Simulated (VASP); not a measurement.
**PbO3 (ReO3 type): single point with PBE**

PbO3 (ReO3 type):

```
CELL_PARAMETERS angstrom
4.35276 0.00000 0.00000
0.00000 4.35276 0.00000
0.00000 0.00000 4.35276
ATOMIC_POSITIONS crystal
Pb 0.00000 0.00000 0.00000
O 0.50000 0.00000 0.00000
O 0.00000 0.50000 0.00000
O 0.00000 0.00000 0.50000
```

- Program: VASP 6.6.1
- Task: single point
- Functional: PBE
- Potentials or basis: VASP PAW PBE potentials, release 64 (Pb_d, O)
- Cutoff: 520 eV
- k mesh: 9 × 9 × 9
- Occupations: fermi-dirac, width 0.0612256 eV
- Spin: no spin polarisation
- Dipole correction: no
- Further INCAR settings: ALGO = Normal; EDIFF = 1e-07; NBANDS = 24

| Item | Value |
| --- | --- |
| Pressure | -2.2 GPa |
| Band gap on the k mesh | zero (bands 16 and 17 overlap by 0.62 eV) |

Levels at points of the mesh, in eV from the Fermi level:
| k point | band 14 | band 15 | band 16 | band 17 | band 18 | band 19 |
| --- | --- | --- | --- | --- | --- | --- |
| (0.00, 0.00, 0.00) | -0.37 | -0.37 | -0.27 | -0.27 | -0.27 | 7.79 |

Run time: 75 s on 1 thread of Intel Xeon 8259CL, with other jobs on the host, peak memory 0.21 GiB.

Caveat: semilocal functionals underestimate gaps, and a narrow one can read as zero; spin-orbit coupling is left out, which moves the levels of the heavy elements.
